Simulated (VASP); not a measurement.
## Ga: single point with PBE

The system is Ga, a sheet with vacuum.

```
Ga
1.0
     4.33047    0.00000    0.00000
    -2.16523    3.75029    0.00000
     0.00000    0.00000   23.80000
Ga
2
Direct
  0.33333 0.66667 0.29412
  0.66667 0.33333 0.29412
```

The cell was built from a structure type or drawn by symmetry, and may not be a known phase.

```json
{
  "Program": "VASP 6.6.1",
  "Task": "single point",
  "Functional": "PBE",
  "Potentials or basis": "VASP PAW PBE potentials, release 64 (Ga_d)",
  "Cutoff": "520 eV",
  "k mesh": "18 × 18 × 1",
  "Occupations": "gaussian, width 0.1 eV",
  "Spin": "no spin polarisation"
}
```

```
Band gap on the k mesh : zero (bands 13 and 14 overlap by 1.38 eV)
```

Levels at points of the mesh, in eV from the Fermi level:
| k point | band 11 | band 12 | band 13 | band 14 | band 15 | band 16 |
| --- | --- | --- | --- | --- | --- | --- |
| (0.00, 0.00, 0.00) | -8.18 | -0.93 | 1.29 | 1.29 | 1.63 | 3.36 |
| (0.50, 0.00, 0.00) | -6.33 | -4.78 | -0.21 | 0.99 | 2.51 | 2.59 |

It took 3.3 min on 1 thread of Intel(R) Xeon(R) 6975P-C (Granite Rapids), with other jobs on the host, peak memory 0.57 GiB.
